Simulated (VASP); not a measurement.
Input of a VASP 6.6.1 run:

Contents of INCAR:

```
PREC = Accurate ; ENCUT = 600
EDIFF = 1E-6 ; ISMEAR = 0
SIGMA = 0.1 ; LREAL = False
LASPH = True ; NELM = 80
ALGO = Normal ; ISIF = 3
LWAVE = False ; LCHARG = False
GGA = PE ; IBRION = 2
NSW = 90 ; EDIFFG = -0.04
```

File KPOINTS:

```
Automatic mesh
0
Gamma
  6 6 1
```

The input POSCAR:

```
NbTe6Mo2
1.0
    3.7324656700      0.0000000000      0.0000000000
   -1.8662328300      3.2324100900      0.0000000000
    0.0000000000      0.0000000000     21.5139767400
Nb Te Mo
1 6 2
Direct
    0.0000000000      0.0000000000      0.0000000000
    0.6666666700      0.3333333300      0.2485440800
    0.6666666700      0.3333333300      0.5818774100
    0.6666666700      0.3333333300      0.9152107400
    0.3333333300      0.6666666700      0.0847892600
    0.3333333300      0.6666666700      0.4181225900
    0.3333333300      0.6666666700      0.7514559200
    0.0000000000      0.0000000000      0.3333333300
    0.0000000000      0.0000000000      0.6666666700
```

Potentials or basis: VASP PAW PBE potentials, release 64 (Nb_sv, Te, Mo_sv).

The run is started by

```sh
$ cat potpaw_PBE.64/Nb_sv/POTCAR potpaw_PBE.64/Te/POTCAR potpaw_PBE.64/Mo_sv/POTCAR > POTCAR
$ mpirun -np 1 vasp_std > vasp.out
```

What does it give for the band gap on the k mesh?

Zero (an odd number of electrons rules out a gap without spin polarisation).

What does it give for the relaxed cell?

a = 3.565 Å, b = 3.565 Å, c = 22.874 Å, α = 90.00°, β = 90.00°, γ = 120.00°.

What does it give for the relaxed volume?

27.97 Å³/atom.

What does it give for the space group after relaxing (to 0.1 Å)?

P-3m1 (No. 164).

Final structure:
```
Nb Te Mo
1.0
     3.56493    0.00000    0.00000
    -1.78246    3.08732    0.00000
     0.00000    0.00000   22.87437
Nb Te Mo
1 6 2
Direct
  0.00000 0.00000 0.00000
  0.66667 0.33333 0.25265
  0.66667 0.33333 0.58655
  0.66667 0.33333 0.91698
  0.33333 0.66667 0.08302
  0.33333 0.66667 0.41345
  0.33333 0.66667 0.74735
  0.00000 0.00000 0.33311
  0.00000 0.00000 0.66689
```

Caveat: spin-orbit coupling is left out, which moves the levels of the heavy elements; this functional lacks dispersion, which binds layers or chains, so the pressure and a relaxed spacing across them are unreliable.
